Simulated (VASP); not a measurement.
In3As, 4 atoms in the cell. It takes space group Pm-3m (No. 221, cubic). Conventional cell: a = 4.518 Å, b = 4.518 Å, c = 4.518 Å, α = 90.00°, β = 90.00°, γ = 90.00°. Within 4.2 Å of In (site symmetry 4/mmm) lie 8 In at 3.19 Å and 4 As at 3.19 Å. Within 4.2 Å of As (site symmetry m-3m) lie 12 In at 3.19 Å. 

```yaml
Program: VASP 6.6.1
Task: single point
Functional: PBEsol
Dispersion: D3(BJ)
Potentials_or_basis: VASP PAW PBE potentials, release 64 (In_d, As)
Cutoff: 520 eV
k_mesh: 6 × 6 × 6
Occupations: fermi-dirac, width 0.05 eV
Spin: no spin polarisation
Dipole_correction: no
Further_INCAR_settings: ALGO = Normal; EDIFF = 1e-06; NBANDS = 30
```

Potentials or basis: VASP PAW PBE potentials, release 64 (In_d, As).

Command:

```sh
$ cat potpaw_PBE.64/In_d/POTCAR potpaw_PBE.64/As/POTCAR > POTCAR
$ mpirun -np 1 vasp_std > vasp.out
```

Hardware: 1 thread of Intel(R) Xeon(R) 6975P-C (Granite Rapids), with other jobs on the host.

Q: Estimate the wall time of this run.

A: Run time: 19 s on 1 thread of Intel(R) Xeon(R) 6975P-C (Granite Rapids), with other jobs on the host, peak memory 0.23 GiB. Counts: scf iterations 12, k points 20.
